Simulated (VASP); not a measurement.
Al2Ru, 3 atoms in the cell. The structure is tetragonal, space group I4/mmm (No. 139). Conventional cell: a = 3.121 Å, b = 3.121 Å, c = 8.422 Å, α = 90.00°, β = 90.00°, γ = 90.00°. Within 3.4 Å of Al (site symmetry 4mm) lie 5 Ru at 2.58 to 2.87 Å and 9 Al at 2.68 to 3.12 Å. Ru (site symmetry 4/mmm) has 10 Al at 2.58 to 2.87 Å and 4 Ru at 3.12 Å within 3.4 Å. 

```yaml
Program: VASP 6.6.1
Task: single point
Functional: PBEsol
Potentials_or_basis: VASP PAW PBE potentials, release 64 (Al, Ru_pv)
Cutoff: 520 eV
k_mesh: 18 × 18 × 18
Occupations: gaussian, width 0.1 eV
Spin: no spin polarisation
Dipole_correction: no
Further_INCAR_settings: ALGO = Fast; EDIFF = 1e-07; NBANDS = 17
```

Potentials or basis: VASP PAW PBE potentials, release 64 (Al, Ru_pv).

Run with:

```sh
$ cat potpaw_PBE.64/Al/POTCAR potpaw_PBE.64/Ru_pv/POTCAR > POTCAR
$ mpirun -np 1 vasp_std > vasp.out
```

Hardware: 1 thread of Intel(R) Xeon(R) 6975P-C (Granite Rapids), with other jobs on the host.

Q: Estimate the wall time of this run.

A: Run time: 3.4 min on 1 thread of Intel(R) Xeon(R) 6975P-C (Granite Rapids), on a shared host, peak memory 0.46 GiB. Counts: scf iterations 15, k points 480.
